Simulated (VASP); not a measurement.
The system is Hf.

```
Hf
1.0
     3.19670    0.00000    0.00000
    -1.59835    2.76842    0.00000
     0.00000    0.00000    5.05780
Hf
2
Direct
  0.33333 0.66667 0.25000
  0.66667 0.33333 0.75000
```

| Quantity | Value |
| --- | --- |
| Program | VASP 6.6.1 |
| Task | relaxation of cell and atoms |
| Functional | LDA |
| Potentials or basis | VASP PAW LDA potentials, release 64 (Hf_pv) |
| Cutoff | 600 eV |
| k mesh | 7 × 7 × 4 |
| Occupations | methfessel-paxton, width 0.1 eV |
| Spin | no spin polarisation |

At the start: pressure -7.3 GPa; volume 22.38 Å³/atom.

**Question.** Where does the relaxation end?

**Answer.** Over 7 steps the energy falls by 35.8 meV/atom and the volume is 20.91 Å³/atom (-6.6 %); space group P6_3/mmc (No. 194, to 0.05 Å).

Step by step:
```
step  energy change (eV)  largest force (eV/Å)  pressure (GPa)  volume (Å³)
   1              0.0000                0.0000           -7.31        44.76
   2              0.0409                0.0000           11.48        38.46
   3             -0.0713                0.0000           -0.12        41.84
   4             -0.0713                0.0000            0.05        41.79
   5             -0.0715                0.0000            0.06        41.80
   6             -0.0717                0.0000            0.06        41.81
   7             -0.0717                0.0000            0.06        41.81
```

Final structure:
```cif
data_structure
_symmetry_space_group_name_H-M 'P 1'
_symmetry_Int_Tables_number 1
_cell_length_a 3.1127
_cell_length_b 3.1127
_cell_length_c 4.9830
_cell_angle_alpha 90.000
_cell_angle_beta 90.000
_cell_angle_gamma 120.000
_cell_volume 41.81
loop_
_atom_site_label
_atom_site_type_symbol
_atom_site_fract_x
_atom_site_fract_y
_atom_site_fract_z
_atom_site_occupancy
Hf1 Hf 0.33333 0.66667 0.25000 1
Hf2 Hf 0.66667 0.33333 0.75000 1
```
